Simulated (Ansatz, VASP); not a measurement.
Given: the input of a run of Ansatz 0.2.0 on Se.

Contents of input.yaml:

```yaml
crystal:
  lattice:
    - [4.35517, 0.0, 0.0]
    - [-2.177585, 3.7716878578, 0.0]
    - [0.0, 0.0, 4.94945]
  atoms:
    - { symbol: Se, position: [0.783, 0.783, 0.5] }
    - { symbol: Se, position: [0.0, 0.217, 0.8333333333] }
    - { symbol: Se, position: [0.217, 0.0, 0.1666666667] }
hamiltonian:
  xc: { exchange: pbe, correlation: pbe, exx: { coeff: 0.25, omega: 0.3 } }
  pseudopotentials: { kind: paw }
kpoints:
  mp_grid: { grid: [4, 4, 3] }
scf:
  occupations: { method: fermi_dirac, width: 0.05 }
output:
  forces: true
  stress: true
  eigenvalues: true
```

Potentials or basis: Ansatz PAW.

The run is started by

```console
$ ansatz run input.yaml --threads 2 --pin off --max-ram 5632MiB --backend cpu --events-out ev --progress --plain --runs-dir out
```

**Question.** Set up the same calculation for VASP 6.6.1. Potentials there: VASP PAW PBE potentials, release 64 (Se).

**Answer.** As run (the cutoff follows the program's own potentials):

Contents of POSCAR:

```
Se
1.0
    4.3551700000      0.0000000000      0.0000000000
   -2.1775850000      3.7716878578      0.0000000000
    0.0000000000      0.0000000000      4.9494500000
Se
3
Direct
    0.7830000000      0.7830000000      0.5000000000
    0.0000000000      0.2170000000      0.8333333333
    0.2170000000      0.0000000000      0.1666666667
```

Contents of INCAR.step1:

```
SYSTEM = Se
ALGO = Normal
EDIFF = 1E-5
ENCUT = 520
GGA = PE
ISIF = 2
ISMEAR = -1
LASPH = .TRUE.
LCHARG = .FALSE.
LREAL = .FALSE.
LWAVE = .TRUE.
NBANDS = 16
NELM = 60
PREC = Accurate
SIGMA = 0.05
```

The input INCAR.step2:

```
SYSTEM = Se
AEXX = 0.25
ALGO = Normal
EDIFF = 1E-7
ENCUT = 520
GGA = PE
HFSCREEN = 0.3
ISIF = 2
ISMEAR = -1
ISTART = 1
LASPH = .TRUE.
LCHARG = .FALSE.
LHFCALC = .TRUE.
LREAL = .FALSE.
LWAVE = .FALSE.
NBANDS = 16
NELM = 60
PREC = Accurate
PRECFOCK = Normal
SIGMA = 0.05
```

KPOINTS

```
k-points
0
G
  4 4 3
  0 0 0
```

Potentials or basis: VASP PAW PBE potentials, release 64 (Se).

Run with:

```console
$ cat potpaw_PBE.64/Se/POTCAR > POTCAR
$ cp INCAR.step1 INCAR
$ mpirun -np 1 vasp_std > vasp.out
$ cp INCAR.step2 INCAR
$ mpirun -np 1 vasp_std > vasp.out
```

Both were run:

|  | VASP | Ansatz | Ansatz less VASP |
| --- | --- | --- | --- |
| gap on the k mesh at the Fermi level (eV) | 2.39 | 2.39 | +0.003 |
| least direct gap on the mesh (eV) | 2.66 | 2.67 | +0.009 |
| pressure (GPa) | 3.5 | 3.7 | +0.17 |
| traceless stress, the component that is largest in VASP (GPa) | 0.17 | 0.28 | +0.108 |
| rms of the force components (eV/Å) | 0.360 | 0.380 | +0.0193 |

VASP's potentials were made for PBE, not for PBE-based screened hybrid. Atom by atom the forces differ by 0.019 eV/Å (rms over components). VASP's potentials hold 18 valence electrons a cell and Ansatz's 48, so a difference there can come from the potentials and not from the codes.

The k mesh is coarse, so the values compare programs but aren't converged. Noted on Ansatz's run: odd divisions of the mesh miss points on the zone boundary, where band edges often lie, so the gap on the mesh can be too wide.
